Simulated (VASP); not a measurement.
## AlN: single point with PBE

The system is AlN.

```
Al N
1.0
    -1.30893    1.40584    4.95289
     1.30893   -1.40584    4.95289
     1.30893    1.40584   -4.95289
Al N
2 2
Direct
  0.43866 0.43866 0.00000
  0.18825 0.18825 0.00000
  0.06134 0.56134 0.50000
  0.31175 0.81175 0.50000
```

```yaml
Program: VASP 6.6.1
Task: single point
Functional: PBE
Potentials_or_basis: VASP PAW PBE potentials, release 64 (Al, N)
Cutoff: 520 eV
k_mesh: 8 × 8 × 8
Occupations: gaussian, width 0.1 eV
Spin: collinear spin, ferromagnetic start
Starting_moments: "[0.0, 0.0, 1.0, 1.0] μB"
```

```
Pressure                                              : 46.4 GPa
Largest force                                         : 2.244 eV/Å
Band gap on the k mesh                                : zero (filled and empty bands overlap)
Net moment                                            : 0.00 μB per cell
Valence electrons inside the program's atomic spheres : Al 0.89, 0.91; N 3.95, 3.98
```

Forces on the atoms (eV/Å):
```
Al   0.000  0.000  1.654
Al   0.000  0.000 -1.561
N    0.000  0.000 -2.244
N    0.000  0.000  2.151
```

Stress tensor (GPa, compression positive):
```
62.84  0.00  0.00
 0.00 43.32  0.00
 0.00  0.00 33.19
```

Levels at points of the mesh, in eV from the Fermi level:
Spin up:
| k point | band 5 | band 6 | band 7 | band 8 | band 9 | band 10 | band 11 | band 12 |
| --- | --- | --- | --- | --- | --- | --- | --- | --- |
| (0.00, 0.00, 0.00) | -2.12 | -2.04 | -1.34 | -0.81 | 1.17 | 4.87 | 6.96 | 9.76 |
| (0.50, 0.00, 0.00) | -5.01 | -3.26 | -1.87 | -0.25 | 2.38 | 6.66 | 7.94 | 9.41 |
| (0.00, 0.50, 0.00) | -5.51 | -3.11 | -1.17 | -0.01 | 2.81 | 6.13 | 7.51 | 9.44 |
| (0.50, 0.50, 0.00) | -5.42 | -5.21 | -3.25 | -2.74 | -0.10 | 3.46 | 6.02 | 6.82 |
| (0.50, 0.50, 0.50) | -2.36 | -2.33 | -0.89 | -0.71 | 1.79 | 5.74 | 6.18 | 9.38 |
Spin down:
| k point | band 4 | band 5 | band 6 | band 7 | band 8 | band 9 | band 10 | band 11 | band 12 | band 13 |
| --- | --- | --- | --- | --- | --- | --- | --- | --- | --- | --- |
| (0.00, 0.00, 0.00) | -2.27 | -2.12 | -2.04 | -1.34 | -0.81 | 1.17 | 4.87 | 6.96 | 9.76 | 11.78 |
| (0.50, 0.00, 0.00) | -7.26 | -5.01 | -3.26 | -1.87 | -0.25 | 2.38 | 6.66 | 7.94 | 9.41 | 11.85 |
| (0.00, 0.50, 0.00) | -7.50 | -5.51 | -3.11 | -1.17 | -0.01 | 2.81 | 6.13 | 7.51 | 9.44 | 11.13 |
| (0.50, 0.50, 0.00) | -5.48 | -5.42 | -5.21 | -3.25 | -2.74 | -0.10 | 3.46 | 6.02 | 6.82 | 9.41 |
| (0.50, 0.50, 0.50) | -5.43 | -2.36 | -2.33 | -0.89 | -0.71 | 1.79 | 5.74 | 6.18 | 9.38 | 11.02 |

Run time: 3.9 min on 1 thread of Intel(R) Xeon(R) Platinum 8488C (Sapphire Rapids) (shared host), peak memory 0.33 GiB.

Caveat: the k points lie up to 0.41 Å⁻¹ apart; forces of over 1 eV/Å act on the atoms, so gaps and moduli don't describe the material at rest.
